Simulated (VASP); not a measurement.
# GaSb (F-43m) in VASP: further runs

GaSb is run at these levels: PBE; tasks: relaxation of cell and atoms.

Program: VASP 6.6.1. These are calculated values, not measurements. Logs are shortened: lines on timing, memory, paths and dates and some standing lists are left out, and cuts for length are marked.

## Step 1: The cell of the first run

It takes space group F-43m (No. 216, cubic). The conventional cell has a = 6.118 Å, b = 6.118 Å, c = 6.118 Å, α = 90.00°, β = 90.00°, γ = 90.00°. Within 3.5 Å of Sb (site symmetry -43m) lie 4 Ga at 2.65 Å. Within 3.5 Å of Ga (site symmetry -43m) lie 4 Sb at 2.65 Å.

## Step 2: Relaxation of cell and atoms, PBE, target pressure 10 GPa, at which the enthalpy is minimised

Contents of INCAR:

```
SYSTEM = GaSb
PREC = Accurate ; ENCUT = 600
EDIFF = 1E-6 ; ISMEAR = -1
SIGMA = 0.05 ; LREAL = .FALSE.
LASPH = .TRUE. ; NELM = 60
ALGO = Normal ; ISIF = 3
LWAVE = .FALSE. ; LCHARG = .FALSE.
GGA = PE ; IBRION = 2
NSW = 80 ; EDIFFG = -0.01
PSTRESS = 100.0
```

Contents of KPOINTS:

```
regular mesh
0
G
  8 8 8
  0 0 0
```

Contents of POSCAR:

```
GaSb
1.0
    0.0000000000      3.0590000000      3.0590000000
    3.0590000000      0.0000000000      3.0590000000
    3.0590000000      3.0590000000      0.0000000000
Sb Ga
1 1
Direct
    0.7500000000      0.7500000000      0.7500000000
    0.0000000000      0.0000000000      0.0000000000
```

Potentials or basis: VASP PAW PBE potentials, release 64 (Sb, Ga_d).

The run is started by

```bash
$ cat potpaw_PBE.64/Sb/POTCAR potpaw_PBE.64/Ga_d/POTCAR > POTCAR
$ mpirun -np 1 vasp_std > vasp.out
```

OUTCAR:

```text
SYSTEM = GaSb
   PREC = Accurate
   ENCUT = 600
   EDIFF = 1E-6
   ISMEAR = -1
   LREAL = .FALSE.
   LASPH = .TRUE.
   NELM = 60
   ISIF = 3
   GGA = PE
   IBRION = 2
   NSW = 80
   EDIFFG = -0.01
   PSTRESS = 100.0

 ion  position               nearest neighbor table
   1  0.750  0.750  0.750-   2 2.65   2 2.65   2 2.65   2 2.65
   2  0.000  0.000  0.000-   1 2.65   1 2.65   1 2.65   1 2.65

  LATTYP: Found a face centered cubic cell.
 ALAT       =     6.1180000000

  Lattice vectors:

 A1 = (   0.0000000000,   3.0590000000,   3.0590000000)
 A2 = (   3.0590000000,   0.0000000000,   3.0590000000)
 A3 = (   3.0590000000,   3.0590000000,   0.0000000000)

Analysis of symmetry for initial positions (statically):
=====================================================================
 Subroutine PRICEL returns:
 Original cell was already a primitive cell.

 Routine SETGRP: Setting up the symmetry group for a
 face centered cubic supercell.

 Subroutine GETGRP returns: Found 24 space group operations
 (whereof 24 operations were pure point group operations)
 out of a pool of 48 trial point group operations.

The static configuration has the point symmetry T_d .

Analysis of symmetry for dynamics (positions and initial velocities):
=====================================================================
 Subroutine PRICEL returns:
 Original cell was already a primitive cell.

 Routine SETGRP: Setting up the symmetry group for a
 face centered cubic supercell.

 Subroutine GETGRP returns: Found 24 space group operations
 (whereof 24 operations were pure point group operations)
 out of a pool of 48 trial point group operations.

The dynamic configuration has the point symmetry T_d .

 Subroutine INISYM returns: Found 24 space group operations
 (whereof 24 operations are pure point group operations),
 and found     1 'primitive' translations

----------------------------------------------------------------------------------------

                                     Primitive cell

  volume of cell :      57.2491

  direct lattice vectors                    reciprocal lattice vectors
     0.000000000  3.059000000  3.059000000    -0.163452109  0.163452109  0.163452109
     3.059000000  0.000000000  3.059000000     0.163452109 -0.163452109  0.163452109
     3.059000000  3.059000000  0.000000000     0.163452109  0.163452109 -0.163452109

  length of vectors
     4.326079287  4.326079287  4.326079287     0.283107357  0.283107357  0.283107357

  position of ions in fractional coordinates (direct lattice)
     0.750000000  0.750000000  0.750000000
     0.000000000  0.000000000  0.000000000

  ion indices of the primitive-cell ions
   primitive index   ion index
                 1           1
                 2           2

----------------------------------------------------------------------------------------

 KPOINTS: regular mesh

Automatic generation of k-mesh.
 Grid dimensions read from file:
 generate k-points for:    8    8    8

 Generating k-lattice:

  Cartesian coordinates                     Fractional coordinates (reciprocal lattice)
    -0.020431514  0.020431514  0.020431514     0.125000000  0.000000000  0.000000000
     0.020431514 -0.020431514  0.020431514     0.000000000  0.125000000  0.000000000
     0.020431514  0.020431514 -0.020431514     0.000000000  0.000000000  0.125000000

  Length of vectors
     0.035388420  0.035388420  0.035388420

  Shift w.r.t. Gamma in fractional coordinates (k-lattice)
     0.000000000  0.000000000  0.000000000

 Subroutine IBZKPT returns following result:
 ===========================================

 Found     29 irreducible k-points:

 Following reciprocal coordinates:
            Coordinates               Weight
  0.000000  0.000000  0.000000      1.000000
  0.125000  0.000000  0.000000      8.000000
  0.250000  0.000000  0.000000      8.000000
  0.375000  0.000000  0.000000      8.000000
  0.500000  0.000000  0.000000      4.000000
  0.125000  0.125000  0.000000      6.000000
[... 16 lines left out ...]
  0.500000  0.250000  0.125000     48.000000
 -0.375000  0.250000  0.125000     24.000000
 [... further k-points ...]
   k-points           NKPTS =     29   k-points in BZ     NKDIM =     29   number of bands    NBANDS=     13
   number of dos      NEDOS =    301   number of ions     NIONS =      2
   total plane-waves  NPLWV =  46656
   dimension x,y,z NGX =    36 NGY =   36 NGZ =   36
   dimension x,y,z NGXF=    72 NGYF=   72 NGZF=   72
   ions per type =               1   1
   NGX,Y,Z   is equivalent  to a cutoff of  13.83, 13.83, 13.83 a.u.
   NGXF,Y,Z  is equivalent  to a cutoff of  27.67, 27.67, 27.67 a.u.
 SYSTEM =  GaSb
   PREC   = accura    normal or accurate (medium, high low for compatibility)
   ISTART =      0    job   : 0-new  1-cont  2-samecut
   ICHARG =      2    charge: 1-file 2-atom 10-const
   ISPIN  =      1    spin polarized calculation?
   LNONCOLLINEAR =      F non collinear calculations
   LSORBIT =      F    spin-orbit coupling
   LASPH  =      T    aspherical Exc in radial PAW
   ENCUT  =  600.0 eV  44.10 Ry    6.64 a.u.   8.64  8.64  8.64*2*pi/ulx,y,z
   NELM   =     60;   NELMIN=  2; NELMDL= -5     # of ELM steps
   EDIFF  = 0.1E-05   stopping-criterion for ELM
   LREAL  =      F    real-space projection
   EDIFFG = -.1E-01   stopping-criterion for IOM
   NSW    =     80    number of steps for IOM
   IBRION =      2    ionic relax: 0-MD 1-quasi-New 2-CG
   NFREE  =      1    steps in history (QN), initial steepest desc. (CG)
   ISIF   =      3    stress and relaxation
   ISYM   =      2    0-nonsym 1-usesym 2-fastsym
   POTIM  = 0.5000    time-step for ionic-motion
   TEBEG  =    0.0;   TEEND  =   0.0 temperature during run
   PSTRESS=  100.0 pullay stress
   NELECT =      18.0000    total number of electrons
   NUPDOWN=      -1.0000    fix difference up-down
   EMIN   =  10.00;   EMAX   =-10.00  energy-range for DOS
   EFERMI =   0.00;   METHOD = LEGACY
   ISMEAR =    -1;   SIGMA  =   0.05  broadening in eV -4-tet -1-fermi 0-gaus
   EFERMI_NEDOS =   21; number of points for ismear=-14 and -15
   IALGO  =     38    algorithm
   IMIX   =      4    mixing-type and parameters
     AMIX     =   0.40;   BMIX     =  1.00
     AMIX_MAG =   1.60;   BMIX_MAG =  1.00
  volume/ion in A,a.u.               =      28.62       193.17
  Fermi-wavevector in a.u.,A,eV,Ry     =   1.113208  2.103657 16.860766  1.239231
  Thomas-Fermi vector in A             =   2.249790
   LORBIT       =      0    0 simple, 1 ext, 2 COOP (PROOUT), +10 PAW based schemes
   GGA     = PE    functional components
   LHFCALC =     F    Hartree Fock is set to
   AEXX    =    0.0000 exact exchange contribution
   IVDW    =     0    specifies the selected vdW correction
   LEPSILON=     F    determine dielectric tensor
   LRPA    =     F    only Hartree local field effects (RPA)
 conjugate gradient relaxation of ions
 non-spin polarized calculation
  energy-cutoff  :      600.00
  volume of cell :       57.25
 maximum number of plane-waves:      1926
   NGX = 17   NGY = 17   NGZ = 17

--------------------------------------- Ionic step        1  -------------------------------------------

 number of electron      18.0000006 magnetization

 Free energy of the ion-electron system (eV)
  ---------------------------------------------------
  ext. energy  EPLUGINS =         0.00000000
  ---------------------------------------------------
  free energy    TOTEN  =        -7.34602462 eV

  energy without entropy =       -7.34553882  energy(sigma->0) =       -7.34578172

------------------------ aborting loop because EDIFF is reached ----------------------------------------

  FORCE on cell =-STRESS in cart. coord.  units (eV):
  Direction    XX          YY          ZZ          XY          YZ          ZX
  --------------------------------------------------------------------------------------
  -------------------------------------------------------------------------------------
  Total        0.8579939      0.8579939      0.8579939     -0.0000000      0.0000000      0.0000000
  in kB       24.0118914     24.0118914     24.0118914     -0.0000000      0.0000000      0.0000000
  external PRESSURE =     -75.9881086 kB  Pullay stress =     100.0000000 kB
[... 23 lines left out ...]
  enthalpy is  TOTEN    =        -3.7728203556 eV   P V=        3.5732042693

--------------------------------------- Ionic step        2  -------------------------------------------

 number of electron      18.0000000 magnetization

 E-fermi :   7.4498     XC(G=0): -10.0081

 val. band max:        7.2110539326   @ k =   0.0000   0.0000   0.0000
 cond. band min:       7.7310829173   @ k =   0.3750   0.3750   0.0000
 fundamental gap:      0.5200289848
 Fermi energy:         7.4497656592

 k-point     1 :       0.0000    0.0000    0.0000
  band No.  band energies     occupation
      1      -8.3867      2.00000
      2      -8.3867      2.00000
      3      -8.3867      2.00000
      4      -8.2964      2.00000
      5      -8.2964      2.00000
      6      -5.8859      2.00000
      7       7.2111      1.98325
      8       7.2111      1.98325
      9       7.2111      1.98325
     10       8.8031      0.00000
     11       9.8753      0.00000
     12       9.8753      0.00000
     13       9.8753      0.00000
[... 593 lines left out ...]
  enthalpy is  TOTEN    =        -3.9242055871 eV   P V=        3.2129248011

--------------------------------------- Ionic step        8  -------------------------------------------

 number of electron      17.9999996 magnetization

 Free energy of the ion-electron system (eV)
  ---------------------------------------------------
  ext. energy  EPLUGINS =         0.00000000
  ---------------------------------------------------
  free energy    TOTEN  =        -7.13613898 eV

  energy without entropy =       -7.13611634  energy(sigma->0) =       -7.13612766

 E-fermi :   6.3314     XC(G=0):  -9.5629

 val. band max:        6.0307344470   @ k =   0.0000   0.0000   0.0000
 cond. band min:       6.6686770853   @ k =   0.5000   0.0000   0.0000
 fundamental gap:      0.6379426383
 Fermi energy:         6.3314159356

 k-point     1 :       0.0000    0.0000    0.0000
  band No.  band energies     occupation
      1      -9.2568      2.00000
      2      -9.2568      2.00000
      3      -9.2568      2.00000
      4      -9.1883      2.00000
      5      -9.1883      2.00000
      6      -6.2426      2.00000
      7       6.0307      1.99512
      8       6.0307      1.99512
      9       6.0307      1.99512
     10       6.8582      0.00005
     11       8.7614      0.00000
     12       8.7614      0.00000
     13       8.7614      0.00000
[... 397 lines left out ...]
  FREE ENERGIE OF THE ION-ELECTRON SYSTEM (eV)
  ---------------------------------------------------
  free  energy   TOTEN  =        -7.1361389822 eV

  energy  without entropy=       -7.1361163443  energy(sigma->0) =       -7.13612766

  enthalpy is  TOTEN    =        -3.9242107274 eV   P V=        3.2119282547

 reached required accuracy - stopping structural energy minimisation
```

Run time: 2 min. Hardware: 1 thread of Intel Xeon Platinum 8259CL at 2.50GHz (Skylake/Cascade Lake), shared host; peak memory 0.22 GiB.

What came out:

```yaml
Free_energy: -7.1361 eV
Relaxed_volume: 25.73 Å³/atom
Relaxed_cell: a = 4.175 Å, b = 4.175 Å, c = 4.175 Å, α = 60.00°, β = 60.00°, γ = 60.00°
Space_group_after_relaxing_to_0.05_Å: F-43m (No. 216)
Energy_change_on_relaxing_the_enthalpy_is_what_falls: +104.9 meV/atom
Ionic_steps: 8
Pressure_after_relaxing: 10.0 GPa
Band_gap_on_the_k_mesh: 0.64 eV, indirect (least direct gap 0.83 eV)
```

The path:
```csv
step,energy change (eV),largest force (eV/Å),pressure (GPa),volume (Å³)
1,0.0000,0.0000,2.40,57.25
2,0.6464,0.0000,20.43,46.72
3,0.2068,0.0000,9.91,51.51
4,0.2137,0.0000,10.15,51.40
5,0.2034,0.0000,9.76,51.57
6,0.2107,0.0000,10.08,51.45
7,0.2089,0.0000,9.91,51.48
8,0.2099,0.0000,9.98,51.46
```

Final structure:
```cif
data_structure
_symmetry_space_group_name_H-M 'P 1'
_symmetry_Int_Tables_number 1
_cell_length_a 4.1751
_cell_length_b 4.1751
_cell_length_c 4.1751
_cell_angle_alpha 60.000
_cell_angle_beta 60.000
_cell_angle_gamma 60.000
_cell_volume 51.46
loop_
_atom_site_label
_atom_site_type_symbol
_atom_site_fract_x
_atom_site_fract_y
_atom_site_fract_z
_atom_site_occupancy
Sb1 Sb 0.75000 0.75000 0.75000 1
Ga1 Ga 0.00000 0.00000 0.00000 1
```

Levels at points of the mesh, in eV from the valence-band top:
| k point | band 5 | band 6 | band 7 | band 8 | band 9 | band 10 | band 11 | band 12 | band 13 |
| --- | --- | --- | --- | --- | --- | --- | --- | --- | --- |
| (0.00, 0.00, 0.00) | -15.22 | -12.27 | 0.00 | 0.00 | 0.00 | 0.83 | 2.73 | 2.73 | 2.73 |
| (0.50, 0.00, 0.00) | -15.22 | -10.36 | -6.94 | -1.34 | -1.34 | 0.64 | 3.73 | 3.73 | 6.36 |
| (0.50, 0.50, 0.00) | -15.21 | -9.36 | -7.34 | -2.97 | -2.97 | 0.76 | 1.03 | 9.39 | 9.39 |

Caveat: the cell is relaxed towards a set pressure, so the enthalpy falls and the energy may rise; spin-orbit coupling is left out, which moves the levels of the heavy elements. A k mesh can miss the band edges.

(Part 1 of 2 ends here.)
